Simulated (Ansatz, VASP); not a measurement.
Given: the input of a run of Ansatz 0.2.0 on CdSe.

File input.yaml:

```yaml
crystal:
  lattice:
    - [4.2122202675, 0.0, 0.0]
    - [-2.1061101337, 3.647889758, 0.0]
    - [0.0, 0.0, 6.8766944832]
  atoms:
    - { symbol: Cd, position: [0.6666666667, 0.3333333333, 0.5] }
    - { symbol: Cd, position: [0.3333333333, 0.6666666667, 0.0] }
    - { symbol: Se, position: [0.6666666667, 0.3333333333, 0.885] }
    - { symbol: Se, position: [0.3333333333, 0.6666666667, 0.385] }
hamiltonian:
  xc: pbesol
  pseudopotentials: { kind: paw_fr }
magnetization:
  noncollinear: true
  spin_orbit: true
kpoints:
  mp_grid: { grid: [7, 7, 4] }
scf:
  occupations: { method: fermi_dirac, width: 0.05 }
output:
  forces: true
  stress: true
  eigenvalues: true
```

Potentials or basis: Ansatz PAW.

Command:

```sh
$ ansatz run input.yaml --threads 2 --pin off --max-ram 5120MiB --backend cpu --events-out ev --progress --plain --runs-dir out
```

Q: Translate it to VASP 6.6.1. Potentials there: VASP PAW PBE potentials, release 64 (Cd, Se).

A: As run (the cutoff follows the program's own potentials):

Contents of INCAR:

```
SYSTEM = CdSe
PREC     = Accurate       ! precision mode
ENCUT    = 520            ! plane-wave cutoff, eV
EDIFF    = 1E-7           ! SCF threshold, eV
ISMEAR   = -1             ! smearing method
SIGMA    = 0.05           ! smearing width, eV
LREAL    = .FALSE.        ! projectors in reciprocal space
LASPH    = .TRUE.         ! aspherical terms in the spheres
NELM     = 150            ! most SCF steps
ALGO     = Normal         ! electronic algorithm
ISIF     = 2              ! what is computed and relaxed
LWAVE    = .FALSE.        ! write WAVECAR
LCHARG   = .TRUE.         ! write CHGCAR
MAGMOM   = 0 0 0 0 0 0 0 0 0 0 0 0 ! initial moments
LORBIT   = 11             ! projections on sites
LSORBIT  = .TRUE.         ! spin-orbit coupling
GGA_COMPAT= .FALSE.      
LORBMOM  = .TRUE.       
GGA      = PS             ! functional
LVHAR    = .TRUE.       
NBANDS   = 50             ! bands
```

The input KPOINTS:

```
regular mesh
0
G
  7 7 4
  0 0 0
```

The input POSCAR:

```
CdSe
1.0
    4.2122202675      0.0000000000      0.0000000000
   -2.1061101337      3.6478897580      0.0000000000
    0.0000000000      0.0000000000      6.8766944832
Cd Se
2 2
Direct
    0.6666666667      0.3333333333      0.5000000000
    0.3333333333      0.6666666667      0.0000000000
    0.6666666667      0.3333333333      0.8850000000
    0.3333333333      0.6666666667      0.3850000000
```

Potentials or basis: VASP PAW PBE potentials, release 64 (Cd, Se).

Run with:

```sh
$ cat potpaw_PBE.64/Cd/POTCAR potpaw_PBE.64/Se/POTCAR > POTCAR
$ mpirun -np 1 vasp_ncl > vasp.out
```

Both were run:

|  | VASP | Ansatz | Ansatz less VASP |
| --- | --- | --- | --- |
| pressure (GPa) | 4.3 | 3.9 | -0.48 |
| traceless stress, the component that is largest in VASP (GPa) | -1.84 | -1.77 | +0.073 |
| rms of the force components (eV/Å) | 0.199 | 0.191 | -0.0073 |
| net moment per atom (μB) | 0.00 | 0.00 | 0.000 |

VASP's potentials were made for PBE, not for PBEsol. Atom by atom the forces differ by 0.007 eV/Å (rms over components). VASP's potentials hold 36 valence electrons a cell and Ansatz's 72, so a difference there can come from the potentials and not from the codes.

Noted on Ansatz's run: odd divisions of the mesh miss points on the zone boundary, where band edges often lie, so the gap on the mesh can be too wide.
